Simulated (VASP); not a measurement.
# Cs (P-1) in VASP: a series of runs

Runs on Cs. Level: PBEsol. Tasks: single point.

All numbers are computed with VASP 6.6.1; they aren't measurements. Logs are shortened: lines on timing, memory, paths and dates and some standing lists are left out, and cuts for length are marked.

**1. The cell of the first run**

The typed cell holds 1 atom: a = 5.630 Å, b = 5.312 Å, c = 5.365 Å, α = 107.33°, β = 111.59°, γ = 110.08°.

**2. Single point, PBEsol**

Contents of INCAR:

```
SYSTEM = Cs
  ALGO = Normal
  EDIFF = 1E-6
  ENCUT = 500
  GGA = PS
  GGA_COMPAT = .False.
  ISIF = 2
  ISMEAR = -1
  LASPH = .True.
  LCHARG = .False.
  LREAL = .False.
  LWAVE = .False.
  NBANDS = 10
  NELM = 120
  PREC = Accurate
  SIGMA = 0.1
```

Contents of KPOINTS:

```
k-points
0
Gamma
  4 5 5
  0 0 0
```

Contents of POSCAR:

```
Cs
1.0
   -3.2699480000      3.2071640000      3.2746200000
    3.1394770000     -3.0609420000      2.9979270000
    3.1843290000      2.9753230000     -3.1283970000
Cs
1
Direct
   -0.0002280000      0.0061190000      0.0031940000
```

Potentials or basis: VASP PAW PBE potentials, release 64 (Cs_sv).

Command:

```
cat potpaw_PBE.64/Cs_sv/POTCAR > POTCAR
mpirun -np 1 vasp_std > vasp.out
```

OUTCAR:

```text
SYSTEM = Cs
   EDIFF = 1E-6
   ENCUT = 500
   GGA = PS
   ISIF = 2
   ISMEAR = -1
   LASPH = .True.
   LREAL = .False.
   NELM = 120
   PREC = Accurate

 ion  position               nearest neighbor table
   1  1.000  0.006  0.003-

  LATTYP: Found a triclinic cell.
 ALAT       =     5.3116144493
 B/A-ratio  =     1.6192067321
 C/A-ratio  =     1.0130736597
 COS(alpha) =     0.0061070688
 COS(beta)  =     0.3309267493
 COS(gamma) =     0.8034072224

  Lattice vectors:

 A1 = (  -3.1394770000,   3.0609420000,  -2.9979270000)
 A2 = (   0.0448520000,   6.0362650000,  -6.1263240000)
 A3 = (  -3.0538580000,  -3.1215450000,  -3.1441500000)

Analysis of symmetry for initial positions (statically):
=====================================================================
 Subroutine PRICEL returns:
 Original cell was already a primitive cell.

 Routine SETGRP: Setting up the symmetry group for a
 triclinic supercell.

 Subroutine GETGRP returns: Found  2 space group operations
 (whereof  1 operations were pure point group operations)
 out of a pool of  2 trial point group operations.

The static configuration has the point symmetry C_1 .
 The point group associated with its full space group is S_2 .

Analysis of symmetry for dynamics (positions and initial velocities):
=====================================================================
 Subroutine PRICEL returns:
 Original cell was already a primitive cell.

 Routine SETGRP: Setting up the symmetry group for a
 triclinic supercell.

 Subroutine GETGRP returns: Found  2 space group operations
 (whereof  1 operations were pure point group operations)
 out of a pool of  2 trial point group operations.

The dynamic configuration has the point symmetry C_1 .
 The point group associated with its full space group is S_2 .

 Subroutine INISYM returns: Found  2 space group operations
 (whereof  1 operations are pure point group operations),
 and found     1 'primitive' translations

----------------------------------------------------------------------------------------

                                     Primitive cell

  volume of cell :     122.4768

  direct lattice vectors                    reciprocal lattice vectors
    -3.269948000  3.207164000  3.274620000     0.005356447  0.158135354  0.155849927
     3.139477000 -3.060942000  2.997927000     0.161470010 -0.001614770  0.162821142
     3.184329000  2.975323000 -3.128397000     0.160342703  0.163979261 -0.000487410

  length of vectors
     5.630417124  5.311614449  5.364640335     0.222091606  0.229316149  0.229345194

  position of ions in fractional coordinates (direct lattice)
     0.999772000  0.006119000  0.003194000

  ion indices of the primitive-cell ions
   primitive index   ion index
                 1           1

----------------------------------------------------------------------------------------

 KPOINTS: k-points

Automatic generation of k-mesh.
 Grid dimensions read from file:
 generate k-points for:    4    5    5

 Generating k-lattice:

  Cartesian coordinates                     Fractional coordinates (reciprocal lattice)
     0.001339112  0.039533838  0.038962482     0.250000000  0.000000000  0.000000000
     0.032294002 -0.000322954  0.032564228     0.000000000  0.200000000 -0.000000000
     0.032068541  0.032795852 -0.000097482     0.000000000  0.000000000  0.200000000

  Length of vectors
     0.055522902  0.045863230  0.045869039

  Shift w.r.t. Gamma in fractional coordinates (k-lattice)
     0.000000000  0.000000000  0.000000000

 Subroutine IBZKPT returns following result:
 ===========================================

 Found     51 irreducible k-points:

 Following reciprocal coordinates:
            Coordinates               Weight
  0.000000  0.000000  0.000000      1.000000
  0.250000 -0.000000 -0.000000      2.000000
  0.500000 -0.000000 -0.000000      1.000000
  0.000000  0.200000  0.000000      2.000000
  0.250000  0.200000 -0.000000      2.000000
  0.500000  0.200000 -0.000000      2.000000
[... 16 lines left out ...]
 -0.250000  0.400000  0.200000      2.000000
  0.000000 -0.400000  0.200000      2.000000
 [... further k-points ...]
   k-points           NKPTS =     51   k-points in BZ     NKDIM =     51   number of bands    NBANDS=     10
   number of dos      NEDOS =    301   number of ions     NIONS =      1
   total plane-waves  NPLWV =  67200
   dimension x,y,z NGX =    42 NGY =   40 NGZ =   40
   dimension x,y,z NGXF=    84 NGYF=   80 NGZF=   80
   ions per type =               1
   NGX,Y,Z   is equivalent  to a cutoff of  12.40, 12.52, 12.40 a.u.
   NGXF,Y,Z  is equivalent  to a cutoff of  24.80, 25.04, 24.79 a.u.
 SYSTEM =  Cs
   PREC   = accura    normal or accurate (medium, high low for compatibility)
   ISTART =      0    job   : 0-new  1-cont  2-samecut
   ICHARG =      2    charge: 1-file 2-atom 10-const
   ISPIN  =      1    spin polarized calculation?
   LNONCOLLINEAR =      F non collinear calculations
   LSORBIT =      F    spin-orbit coupling
   LASPH  =      T    aspherical Exc in radial PAW
   ENCUT  =  500.0 eV  36.75 Ry    6.06 a.u.  10.27  9.68  9.78*2*pi/ulx,y,z
   NELM   =    120;   NELMIN=  2; NELMDL= -5     # of ELM steps
   EDIFF  = 0.1E-05   stopping-criterion for ELM
   LREAL  =      F    real-space projection
   EDIFFG = 0.1E-04   stopping-criterion for IOM
   NSW    =      0    number of steps for IOM
   IBRION =     -1    ionic relax: 0-MD 1-quasi-New 2-CG
   NFREE  =      0    steps in history (QN), initial steepest desc. (CG)
   ISIF   =      2    stress and relaxation
   ISYM   =      2    0-nonsym 1-usesym 2-fastsym
   POTIM  = 0.5000    time-step for ionic-motion
   TEBEG  =    0.0;   TEEND  =   0.0 temperature during run
   PSTRESS=    0.0 pullay stress
   NELECT =       9.0000    total number of electrons
   NUPDOWN=      -1.0000    fix difference up-down
   EMIN   =  10.00;   EMAX   =-10.00  energy-range for DOS
   EFERMI =   0.00;   METHOD = LEGACY
   ISMEAR =    -1;   SIGMA  =   0.10  broadening in eV -4-tet -1-fermi 0-gaus
   EFERMI_NEDOS =   21; number of points for ismear=-14 and -15
   IALGO  =     38    algorithm
   IMIX   =      4    mixing-type and parameters
     AMIX     =   0.40;   BMIX     =  1.00
     AMIX_MAG =   1.60;   BMIX_MAG =  1.00
  volume/ion in A,a.u.               =     122.48       826.51
  Fermi-wavevector in a.u.,A,eV,Ry     =   0.685706  1.295796  6.397353  0.470192
  Thomas-Fermi vector in A             =   1.765724
   LORBIT       =      0    0 simple, 1 ext, 2 COOP (PROOUT), +10 PAW based schemes
   GGA     = PS    functional components
   LHFCALC =     F    Hartree Fock is set to
   AEXX    =    0.0000 exact exchange contribution
   IVDW    =     0    specifies the selected vdW correction
   LEPSILON=     F    determine dielectric tensor
   LRPA    =     F    only Hartree local field effects (RPA)
 non-spin polarized calculation
  energy-cutoff  :      500.00
  volume of cell :      122.48
 maximum number of plane-waves:      3127
 NGX is ok and might be reduce to    42
   NGX = 21   NGY = 19   NGZ = 19

 number of electron       8.9999999 magnetization

 Free energy of the ion-electron system (eV)
  ---------------------------------------------------
  ext. energy  EPLUGINS =         0.00000000
  ---------------------------------------------------
  free energy    TOTEN  =        -0.95424887 eV

  energy without entropy =       -0.91708593  energy(sigma->0) =       -0.93566740

 E-fermi :   0.1952     XC(G=0):  -5.3149

 val. band max:        0.1873902395   @ k =   0.5000   0.0000   0.4000
 cond. band min:       0.2253054331   @ k =   0.5000   0.4000   0.0000
 fundamental gap:      0.0379151935
 Fermi energy:         0.1952134023

 k-point     1 :       0.0000    0.0000    0.0000
  band No.  band energies     occupation
      1     -23.6624      2.00000
      2     -10.3947      2.00000
      3     -10.3883      2.00000
      4     -10.3858      2.00000
      5      -1.3901      2.00000
      6       2.5487      0.00000
      7       2.6168      0.00000
      8       2.8497      0.00000
      9       3.4929      0.00000
     10       3.6074      0.00000

 k-point     2 :       0.2500   -0.0000   -0.0000
  band No.  band energies     occupation
      1     -23.6603      2.00000
      2     -10.4453      2.00000
      3     -10.4046      2.00000
      4     -10.3872      2.00000
      5      -0.8000      1.99990
      6       1.8855      0.00000
      7       2.1350      0.00000
      8       3.3603      0.00000
      9       3.5441      0.00000
     10       3.5663      0.00000

 k-point     3 :       0.5000   -0.0000   -0.0000
  band No.  band energies     occupation
      1     -23.6582      2.00000
      2     -10.4966      2.00000
      3     -10.4189      2.00000
      4     -10.3882      2.00000
      5       0.2390      0.78426
      6       0.9722      0.00084
      7       1.8337      0.00000
      8       3.4655      0.00000
      9       4.0752      0.00000
     10       4.5034      0.00000

 k-point     4 :       0.0000    0.2000    0.0000
  band No.  band energies     occupation
      1     -23.6604      2.00000
      2     -10.4301      2.00000
      3     -10.4058      2.00000
      4     -10.3903      2.00000
      5      -0.9750      1.99998
      6       2.2419      0.00000
      7       2.3919      0.00000
      8       3.0216      0.00000
      9       3.1755      0.00000
     10       3.5051      0.00000
[... 222 lines left out ...]
 k-point    22 :       0.5000    0.4000    0.2000
  band No.  band energies     occupation
      1     -23.6570      2.00000
      2     -10.4873      2.00000
      3     -10.4361      2.00000
      4     -10.4050      2.00000
      5       0.3961      0.23656
      6       1.1267      0.00018
      7       1.8789      0.00000
      8       2.8433      0.00000
      9       3.7609      0.00000
     10       4.4488      0.00000

 k-point    23 :      -0.2500    0.4000    0.2000
  band No.  band energies     occupation
      1     -23.6561      2.00000
      2     -10.4842      2.00000
      3     -10.4401      2.00000
      4     -10.4202      2.00000
      5       0.2678      0.65212
      6       1.3787      0.00001
      7       2.2134      0.00000
      8       2.6404      0.00000
      9       3.2194      0.00000
     10       4.0002      0.00000

 k-point    24 :       0.0000   -0.4000    0.2000
  band No.  band energies     occupation
      1     -23.6576      2.00000
      2     -10.4791      2.00000
      3     -10.4194      2.00000
      4     -10.4044      2.00000
      5      -0.2212      1.96939
      6       1.6808      0.00000
      7       1.9212      0.00000
      8       3.0796      0.00000
      9       3.5937      0.00000
     10       3.9010      0.00000

 [... further k-points ...]
[... 5 lines left out ...]
  --------------------------------------------------------------------------------------
  -------------------------------------------------------------------------------------
  Total       -0.1674665     -0.1497344     -0.1585275      0.0287150     -0.0262499      0.0472860
  in kB       -2.1907092     -1.9587460     -2.0737726      0.3756340     -0.3433868      0.6185710
  external PRESSURE =      -2.0744093 kB  Pullay stress =       0.0000000 kB

 VOLUME and BASIS-vectors are now :
 -----------------------------------------------------------------------------
  energy-cutoff  :      500.00
  volume of cell :      122.48
      direct lattice vectors                 reciprocal lattice vectors
    -3.269948000  3.207164000  3.274620000     0.005356447  0.158135354  0.155849927
     3.139477000 -3.060942000  2.997927000     0.161470010 -0.001614770  0.162821142
     3.184329000  2.975323000 -3.128397000     0.160342703  0.163979261 -0.000487410

 POSITION                                       TOTAL-FORCE (eV/Angst)
 -----------------------------------------------------------------------------------
     -3.23982      3.19721      3.28223         0.000000     -0.000000      0.000000
 -----------------------------------------------------------------------------------
    total drift:                                0.000002      0.000003     -0.000004

  FREE ENERGIE OF THE ION-ELECTRON SYSTEM (eV)
  ---------------------------------------------------
  free  energy   TOTEN  =        -0.9542488656 eV

  energy  without entropy=       -0.9170859334  energy(sigma->0) =       -0.93566740
```

Wall time 27 s (1 thread of AMD EPYC 7R13 (Zen 3), shared host); peak memory 0.22 GiB.

What came out:

- Free energy: -0.9542 eV
- Pressure: -0.2 GPa

Caveat: the PAW data sets were made with another functional, which shifts forces and pressure a little; spin-orbit coupling is left out, which moves the levels of the heavy elements.

**3. Single point, PBEsol**

Contents of INCAR:

```
  ALGO = Normal
  EDIFF = 1E-6
  ENCUT = 500
  GGA = PS
  GGA_COMPAT = False
  ISIF = 2
  ISMEAR = -1
  LASPH = True
  LCHARG = False
  LREAL = False
  LWAVE = False
  NBANDS = 10
  NELM = 120
  PREC = Accurate
  SIGMA = 0.1
```

Contents of KPOINTS:

```
k-points
0
Gamma
  4 5 5
```

POSCAR is that of step 2.

Potentials or basis: VASP PAW PBE potentials, release 64 (Cs_sv).

Command:

```
cat potpaw_PBE.64/Cs_sv/POTCAR > POTCAR
mpirun -np 1 vasp_std > vasp.out
```

OUTCAR:

```text
EDIFF = 1E-6
   ENCUT = 500
   GGA = PS
   ISIF = 2
   ISMEAR = -1
   LASPH = True
   LREAL = False
   NELM = 120
   PREC = Accurate

 ion  position               nearest neighbor table
   1  1.000  0.006  0.003-

  LATTYP: Found a triclinic cell.
 ALAT       =     5.3116144493
 B/A-ratio  =     1.6192067321
 C/A-ratio  =     1.0130736597
 COS(alpha) =     0.0061070688
 COS(beta)  =     0.3309267493
 COS(gamma) =     0.8034072224

  Lattice vectors:

 A1 = (  -3.1394770000,   3.0609420000,  -2.9979270000)
 A2 = (   0.0448520000,   6.0362650000,  -6.1263240000)
 A3 = (  -3.0538580000,  -3.1215450000,  -3.1441500000)

Analysis of symmetry for initial positions (statically):
=====================================================================
 Subroutine PRICEL returns:
 Original cell was already a primitive cell.

 Routine SETGRP: Setting up the symmetry group for a
 triclinic supercell.

 Subroutine GETGRP returns: Found  2 space group operations
 (whereof  1 operations were pure point group operations)
 out of a pool of  2 trial point group operations.

The static configuration has the point symmetry C_1 .
 The point group associated with its full space group is S_2 .

[... 159 lines left out ...]
 E-fermi :   0.1952     XC(G=0):  -5.3149

 val. band max:        0.1873902395   @ k =   0.5000   0.0000   0.4000
 cond. band min:       0.2253054331   @ k =   0.5000   0.4000   0.0000
 fundamental gap:      0.0379151935
 Fermi energy:         0.1952134023

 k-point     1 :       0.0000    0.0000    0.0000
  band No.  band energies     occupation
      1     -23.6624      2.00000
      2     -10.3947      2.00000
      3     -10.3883      2.00000
      4     -10.3858      2.00000
      5      -1.3901      2.00000
      6       2.5487      0.00000
      7       2.6168      0.00000
      8       2.8497      0.00000
      9       3.4929      0.00000
     10       3.6074      0.00000
[... 287 lines left out ...]
 k-point    24 :       0.0000   -0.4000    0.2000
  band No.  band energies     occupation
      1     -23.6576      2.00000
      2     -10.4791      2.00000
      3     -10.4194      2.00000
      4     -10.4044      2.00000
      5      -0.2212      1.96939
      6       1.6808      0.00000
      7       1.9212      0.00000
      8       3.0796      0.00000
      9       3.5937      0.00000
     10       3.9010      0.00000

 [... further k-points ...]
[... 5 lines left out ...]
  --------------------------------------------------------------------------------------
  -------------------------------------------------------------------------------------
  Total       -0.1674665     -0.1497344     -0.1585275      0.0287150     -0.0262499      0.0472860
  in kB       -2.1907092     -1.9587460     -2.0737726      0.3756340     -0.3433868      0.6185710
  external PRESSURE =      -2.0744093 kB  Pullay stress =       0.0000000 kB

 VOLUME and BASIS-vectors are now :
 -----------------------------------------------------------------------------
  energy-cutoff  :      500.00
  volume of cell :      122.48
      direct lattice vectors                 reciprocal lattice vectors
    -3.269948000  3.207164000  3.274620000     0.005356447  0.158135354  0.155849927
     3.139477000 -3.060942000  2.997927000     0.161470010 -0.001614770  0.162821142
     3.184329000  2.975323000 -3.128397000     0.160342703  0.163979261 -0.000487410

 POSITION                                       TOTAL-FORCE (eV/Angst)
 -----------------------------------------------------------------------------------
     -3.23982      3.19721      3.28223         0.000000     -0.000000      0.000000
 -----------------------------------------------------------------------------------
    total drift:                                0.000002      0.000003     -0.000004

  FREE ENERGIE OF THE ION-ELECTRON SYSTEM (eV)
  ---------------------------------------------------
  free  energy   TOTEN  =        -0.9542488656 eV

  energy  without entropy=       -0.9170859334  energy(sigma->0) =       -0.93566740
```

stdout:

```text
POSCAR found type information on POSCAR Cs
 POSCAR found :  1 types and       1 ions
 scaLAPACK will be used
 -----------------------------------------------------------------------------
|                                                                             |
|                                                                             |
|     You enforced a specific xc type in the INCAR file but a different       |
|     I HOPE YOU KNOW WHAT YOU ARE DOING!                                     |
|                                                                             |
 -----------------------------------------------------------------------------

 LDA part: xc-table for (Slater+PW92), standard interpolation
 POSCAR, INCAR and KPOINTS ok, starting setup
 FFT: planning ... GRIDC
 FFT: planning ... GRID_SOFT
 FFT: planning ... GRID
 WAVECAR not read
 entering main loop
```

Run time: 27 s. Hardware: 1 thread of AMD EPYC 7R13 (Zen 3), shared host; peak memory 0.22 GiB.

What came out:

```yaml
Free_energy: -0.9542 eV
Pressure: -0.2 GPa
```

Stress tensor (GPa, compression positive):
```
-0.22  0.04  0.06
 0.04 -0.20 -0.03
 0.06 -0.03 -0.21
```

Levels at points of the mesh, in eV from the Fermi level:
```csv
k point,band 2,band 3,band 4,band 5,band 6,band 7,band 8,band 9
"(0.00, 0.00, 0.00)",-10.59,-10.58,-10.58,-1.59,2.35,2.42,2.65,3.30
"(0.50, 0.00, 0.00)",-10.69,-10.61,-10.58,0.04,0.78,1.64,3.27,3.88
```

Caveat: the PAW data sets were made with another functional, which shifts forces and pressure a little; spin-orbit coupling is left out, which moves the levels of the heavy elements.

(Part 1 of 2 ends here.)
